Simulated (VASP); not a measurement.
# KMgF3 (Amm2) in VASP: single point with PBEsol

Aim: the single point of KMgF3 with PBEsol.

Everything below comes from runs of VASP 6.6.1. Logs are shortened: lines on timing, memory, paths and dates and some standing lists are left out, and cuts for length are marked.

### 1 The cell of the first run

It takes space group Amm2 (No. 38, orthorhombic). The conventional cell has a = 3.986 Å, b = 5.637 Å, c = 5.637 Å, α = 90.00°, β = 90.00°, γ = 90.00°. Within 3.6 Å of K (site symmetry mm2) lie 12 F at 2.76 to 2.88 Å and 8 Mg at 3.45 Å. Mg (site symmetry mm2) has 6 F at 1.95 to 2.04 Å within 2.6 Å. Within 2.6 Å of F (site symmetry mm2) lie 2 Mg at 1.99 Å. Within 2.6 Å of F (site symmetry m) lie 2 Mg at 1.95 to 2.04 Å.

### 2 Single point, PBEsol

File INCAR:

```
SYSTEM = KMgF3
PREC = Accurate
ENCUT = 520
EDIFF = 1E-7
ISMEAR = 0
SIGMA = 0.05
LREAL = .FALSE.
LASPH = .TRUE.
NELM = 60
ALGO = Normal
ISIF = 2
LWAVE = .FALSE.
LCHARG = .TRUE.
GGA = PS
LELF = .TRUE.
LVHAR = .TRUE.
NBANDS = 24
```

File KPOINTS:

```
Automatic mesh
0
G
  6 6 6
  0 0 0
```

File POSCAR:

```
KMgF3
1.0
    3.9859000000      0.0000000000      0.0000000000
    0.0000000000      3.9859000000      0.0000000000
    0.0000000000      0.0000000000      3.9859000000
K Mg F
1 1 3
Direct
    0.5000000000      0.5000000000      0.5000000000
    0.0000000000      0.0000000000      0.0000000000
    0.5000000000     -0.0110876273     -0.0110876273
    0.0000000000      0.4889123727     -0.0110876273
    0.0000000000     -0.0110876273      0.4889123727
```

Potentials or basis: VASP PAW PBE potentials, release 64 (K_sv, Mg, F).

The run is started by

```bash
$ cat potpaw_PBE.64/K_sv/POTCAR potpaw_PBE.64/Mg/POTCAR potpaw_PBE.64/F/POTCAR > POTCAR
$ mpirun -np 1 vasp_std > vasp.out
```

OUTCAR:

```text
SYSTEM = KMgF3
   PREC = Accurate
   ENCUT = 520
   EDIFF = 1E-7
   ISMEAR = 0
   LREAL = .FALSE.
   LASPH = .TRUE.
   NELM = 60
   ISIF = 2
   GGA = PS

 ion  position               nearest neighbor table
   1  0.500  0.500  0.500-   3 2.76   4 2.79   5 2.79   4 2.79   5 2.79   3 2.82   3 2.82   4 2.85
                             5 2.85   4 2.85   5 2.85   2 3.45   2 3.45   2 3.45   2 3.45   2 3.45
   2  0.000  0.000  0.000-   4 1.95   5 1.95   3 1.99   3 1.99   4 2.04   5 2.04   1 3.45   1 3.45
                             1 3.45   1 3.45   1 3.45   1 3.45   1 3.45   1 3.45
   3  0.500  0.989  0.989-   2 1.99   2 1.99   1 2.76   1 2.82   1 2.82
   4  0.000  0.489  0.989-   2 1.95   2 2.04   1 2.79   1 2.79   1 2.85   1 2.85
   5  0.000  0.989  0.489-   2 1.95   2 2.04   1 2.79   1 2.79   1 2.85   1 2.85

  LATTYP: Found a simple cubic cell.
 ALAT       =     3.9859000000

  Lattice vectors:

 A1 = (   3.9859000000,   0.0000000000,   0.0000000000)
 A2 = (   0.0000000000,   3.9859000000,   0.0000000000)
 A3 = (   0.0000000000,   0.0000000000,   3.9859000000)

Analysis of symmetry for initial positions (statically):
=====================================================================
 Subroutine PRICEL returns:
 Original cell was already a primitive cell.

 Routine SETGRP: Setting up the symmetry group for a
 simple cubic supercell.

 Subroutine GETGRP returns: Found  4 space group operations
 (whereof  4 operations were pure point group operations)
 out of a pool of 48 trial point group operations.

The static configuration has the point symmetry C_2v.

Analysis of symmetry for dynamics (positions and initial velocities):
=====================================================================
 Subroutine PRICEL returns:
 Original cell was already a primitive cell.

 Routine SETGRP: Setting up the symmetry group for a
 simple cubic supercell.

 Subroutine GETGRP returns: Found  4 space group operations
 (whereof  4 operations were pure point group operations)
 out of a pool of 48 trial point group operations.

The dynamic configuration has the point symmetry C_2v.

 Subroutine INISYM returns: Found  4 space group operations
 (whereof  4 operations are pure point group operations),
 and found     1 'primitive' translations

----------------------------------------------------------------------------------------

                                     Primitive cell

  volume of cell :      63.3256

  direct lattice vectors                    reciprocal lattice vectors
     3.985900000  0.000000000  0.000000000     0.250884367  0.000000000  0.000000000
     0.000000000  3.985900000  0.000000000     0.000000000  0.250884367  0.000000000
     0.000000000  0.000000000  3.985900000     0.000000000  0.000000000  0.250884367

  length of vectors
     3.985900000  3.985900000  3.985900000     0.250884367  0.250884367  0.250884367

  position of ions in fractional coordinates (direct lattice)
     0.500000000  0.500000000  0.500000000
     0.000000000  0.000000000  0.000000000
     0.500000000  0.988912373  0.988912373
     0.000000000  0.488912373  0.988912373
     0.000000000  0.988912373  0.488912373

  ion indices of the primitive-cell ions
   primitive index   ion index
                 1           1
                 2           2
                 3           3
                 4           4
                 5           5

----------------------------------------------------------------------------------------

 KPOINTS: Automatic mesh

Automatic generation of k-mesh.
 Grid dimensions read from file:
 generate k-points for:    6    6    6

 Generating k-lattice:

  Cartesian coordinates                     Fractional coordinates (reciprocal lattice)
     0.041814061  0.000000000  0.000000000     0.166666667  0.000000000  0.000000000
     0.000000000  0.041814061  0.000000000     0.000000000  0.166666667  0.000000000
     0.000000000  0.000000000  0.041814061     0.000000000  0.000000000  0.166666667

  Length of vectors
     0.041814061  0.041814061  0.041814061

  Shift w.r.t. Gamma in fractional coordinates (k-lattice)
     0.000000000  0.000000000  0.000000000

 Subroutine IBZKPT returns following result:
 ===========================================

 Found     52 irreducible k-points:

 Following reciprocal coordinates:
            Coordinates               Weight
  0.000000  0.000000  0.000000      1.000000
  0.166667  0.000000  0.000000      2.000000
  0.000000  0.166667  0.000000      4.000000
  0.333333  0.000000  0.000000      2.000000
  0.000000  0.333333  0.000000      4.000000
  0.500000  0.000000  0.000000      1.000000
[... 16 lines left out ...]
  0.333333  0.000000  0.500000      4.000000
  0.500000  0.500000  0.000000      2.000000
 [... further k-points ...]
   k-points           NKPTS =     52   k-points in BZ     NKDIM =     52   number of bands    NBANDS=     24
   number of dos      NEDOS =    301   number of ions     NIONS =      5
   total plane-waves  NPLWV =  27000
   dimension x,y,z NGX =    30 NGY =   30 NGZ =   30
   dimension x,y,z NGXF=    60 NGYF=   60 NGZF=   60
   ions per type =               1   1   3
   NGX,Y,Z   is equivalent  to a cutoff of  12.51, 12.51, 12.51 a.u.
   NGXF,Y,Z  is equivalent  to a cutoff of  25.03, 25.03, 25.03 a.u.
 SYSTEM =  KMgF3
   PREC   = accura    normal or accurate (medium, high low for compatibility)
   ISTART =      0    job   : 0-new  1-cont  2-samecut
   ICHARG =      2    charge: 1-file 2-atom 10-const
   ISPIN  =      1    spin polarized calculation?
   LNONCOLLINEAR =      F non collinear calculations
   LSORBIT =      F    spin-orbit coupling
   LASPH  =      T    aspherical Exc in radial PAW
   ENCUT  =  520.0 eV  38.22 Ry    6.18 a.u.   7.41  7.41  7.41*2*pi/ulx,y,z
   NELM   =     60;   NELMIN=  2; NELMDL= -5     # of ELM steps
   EDIFF  = 0.1E-06   stopping-criterion for ELM
   LREAL  =      F    real-space projection
   EDIFFG = 0.1E-05   stopping-criterion for IOM
   NSW    =      0    number of steps for IOM
   IBRION =     -1    ionic relax: 0-MD 1-quasi-New 2-CG
   NFREE  =      0    steps in history (QN), initial steepest desc. (CG)
   ISIF   =      2    stress and relaxation
   ISYM   =      2    0-nonsym 1-usesym 2-fastsym
   POTIM  = 0.5000    time-step for ionic-motion
   TEBEG  =    0.0;   TEEND  =   0.0 temperature during run
   PSTRESS=    0.0 pullay stress
   NELECT =      32.0000    total number of electrons
   NUPDOWN=      -1.0000    fix difference up-down
   EMIN   =  10.00;   EMAX   =-10.00  energy-range for DOS
   EFERMI =   0.00;   METHOD = LEGACY
   ISMEAR =     0;   SIGMA  =   0.05  broadening in eV -4-tet -1-fermi 0-gaus
   EFERMI_NEDOS =   21; number of points for ismear=-14 and -15
   IALGO  =     38    algorithm
   IMIX   =      4    mixing-type and parameters
     AMIX     =   0.40;   BMIX     =  1.00
     AMIX_MAG =   1.60;   BMIX_MAG =  1.00
  volume/ion in A,a.u.               =      12.67        85.47
  Fermi-wavevector in a.u.,A,eV,Ry     =   1.303962  2.464132 23.134232  1.700318
  Thomas-Fermi vector in A             =   2.434930
   LORBIT       =      0    0 simple, 1 ext, 2 COOP (PROOUT), +10 PAW based schemes
   GGA     = PS    functional components
   LHFCALC =     F    Hartree Fock is set to
   AEXX    =    0.0000 exact exchange contribution
   IVDW    =     0    specifies the selected vdW correction
   LEPSILON=     F    determine dielectric tensor
   LRPA    =     F    only Hartree local field effects (RPA)
 non-spin polarized calculation
 Gauss-broadening in eV      SIGMA  =   0.05
  energy-cutoff  :      520.00
  volume of cell :       63.33
 maximum number of plane-waves:      1743
 NGX is ok and might be reduce to    30
   NGX = 15   NGY = 15   NGZ = 15

 number of electron      31.9999991 magnetization

 Free energy of the ion-electron system (eV)
  ---------------------------------------------------
  ext. energy  EPLUGINS =         0.00000000
  ---------------------------------------------------
  free energy    TOTEN  =       -25.24524479 eV

  energy without entropy =      -25.24524479  energy(sigma->0) =      -25.24524479

 E-fermi :  -1.4226     XC(G=0):  -9.9435

 val. band max:       -1.7081083213   @ k =   0.5000   0.5000   0.5000
 cond. band min:       5.4130527724   @ k =   0.0000   0.0000   0.0000
 fundamental gap:      7.1211610937
 Fermi energy:        -1.4226055882

 k-point     1 :       0.0000    0.0000    0.0000
  band No.  band energies     occupation
      1     -27.1805      2.00000
      2     -21.7196      2.00000
      3     -21.0532      2.00000
      4     -21.0491      2.00000
      5     -10.7458      2.00000
      6     -10.7457      2.00000
[... 16 lines left out ...]
     23      12.1235      0.00000
     24      15.0138      0.00000

 k-point     2 :       0.1667    0.0000    0.0000
  band No.  band energies     occupation
      1     -27.1730      2.00000
      2     -21.6897      2.00000
      3     -21.0868      2.00000
      4     -21.0502      2.00000
      5     -10.7414      2.00000
      6     -10.7312      2.00000
[... 16 lines left out ...]
     23      12.1267      0.00000
     24      14.8511      0.00000

 k-point     3 :       0.0000    0.1667    0.0000
  band No.  band energies     occupation
      1     -27.1730      2.00000
      2     -21.6893      2.00000
      3     -21.0902      2.00000
      4     -21.0471      2.00000
      5     -10.7409      2.00000
      6     -10.7311      2.00000
[... 16 lines left out ...]
     23      12.1218      0.00000
     24      14.8816      0.00000
[... 514 lines left out ...]
 k-point    23 :       0.3333    0.0000    0.5000
  band No.  band energies     occupation
      1     -27.1344      2.00000
      2     -21.4133      2.00000
      3     -21.2555      2.00000
      4     -21.1490      2.00000
      5     -10.8000      2.00000
      6     -10.7891      2.00000
[... 16 lines left out ...]
     23      12.5803      0.00000
     24      13.1227      0.00000

 k-point    24 :       0.5000    0.5000    0.0000
  band No.  band energies     occupation
      1     -27.1290      2.00000
      2     -21.2935      2.00000
      3     -21.2611      2.00000
      4     -21.2555      2.00000
      5     -10.8229      2.00000
      6     -10.8226      2.00000
[... 16 lines left out ...]
     23      12.5097      0.00000
     24      12.6195      0.00000

 [... further k-points ...]
[... 5 lines left out ...]
  --------------------------------------------------------------------------------------
  -------------------------------------------------------------------------------------
  Total       -0.0314520      0.0832148      0.0832148      0.0000000     -0.0135104      0.0000000
  in kB       -0.7957561      2.1053878      2.1053878      0.0000000     -0.3418210      0.0000000
  external PRESSURE =       1.1383398 kB  Pullay stress =       0.0000000 kB

 VOLUME and BASIS-vectors are now :
 -----------------------------------------------------------------------------
  energy-cutoff  :      520.00
  volume of cell :       63.33
      direct lattice vectors                 reciprocal lattice vectors
     3.985900000  0.000000000  0.000000000     0.250884367  0.000000000  0.000000000
     0.000000000  3.985900000  0.000000000     0.000000000  0.250884367  0.000000000
     0.000000000  0.000000000  3.985900000     0.000000000  0.000000000  0.250884367

 POSITION                                       TOTAL-FORCE (eV/Angst)
 -----------------------------------------------------------------------------------
      1.99295      1.99295      1.99295         0.000000     -0.044365     -0.044365
      0.00000      0.00000      0.00000         0.000000     -0.360719     -0.360719
      1.99295      3.94171      3.94171         0.000000      0.051437      0.051437
      0.00000      1.94876      3.94171         0.000000      0.304214      0.049434
      0.00000      3.94171      1.94876         0.000000      0.049434      0.304214
 -----------------------------------------------------------------------------------
    total drift:                                0.000000      0.001665      0.001668

  FREE ENERGIE OF THE ION-ELECTRON SYSTEM (eV)
  ---------------------------------------------------
  free  energy   TOTEN  =       -25.2452447872 eV

  energy  without entropy=      -25.2452447872  energy(sigma->0) =      -25.24524479
```

It took 56 s on 1 thread of Intel Xeon Platinum 8488C (Sapphire Rapids), shared host; peak memory 0.21 GiB.

Results:

```
Free energy            : -25.2452 eV
Pressure               : 0.1 GPa
Largest force          : 0.510 eV/Å
Band gap on the k mesh : 7.12 eV (least direct gap 7.45 eV)
```

Forces in eV/Å, atoms in the order of the input:
```
K    0.000 -0.044 -0.044
Mg   0.000 -0.361 -0.361
F    0.000  0.051  0.051
F    0.000  0.304  0.049
F    0.000  0.049  0.304
```

Levels at points of the mesh, in eV from the valence-band top:
```csv
k point,band 13,band 14,band 15,band 16,band 17,band 18,band 19,band 20
"(0.00, 0.00, 0.00)",-0.63,-0.33,-0.33,-0.32,7.12,9.95,9.95,12.14
"(0.50, 0.00, 0.00)",-0.87,-0.87,-0.54,-0.54,9.95,10.28,11.01,12.72
"(0.00, 0.50, 0.00)",-0.88,-0.87,-0.54,-0.53,9.95,10.28,11.01,12.74
"(0.50, 0.50, 0.00)",-1.06,-0.91,-0.90,-0.02,10.80,11.58,12.41,12.42
"(0.00, 0.50, 0.50)",-1.06,-0.91,-0.90,-0.02,10.80,11.59,12.42,12.44
"(0.50, 0.50, 0.50)",-1.12,0.00,0.00,0.00,10.31,10.31,10.31,13.74
```

Caveat: the cell differs from its parent crystal (all F atoms moved +0.062 Å, as atom 3 towards its neighbour atom 1 (K) at 2.818 Å); the PAW data sets were made with another functional, which shifts forces and pressure a little. A k mesh can miss the band edges.
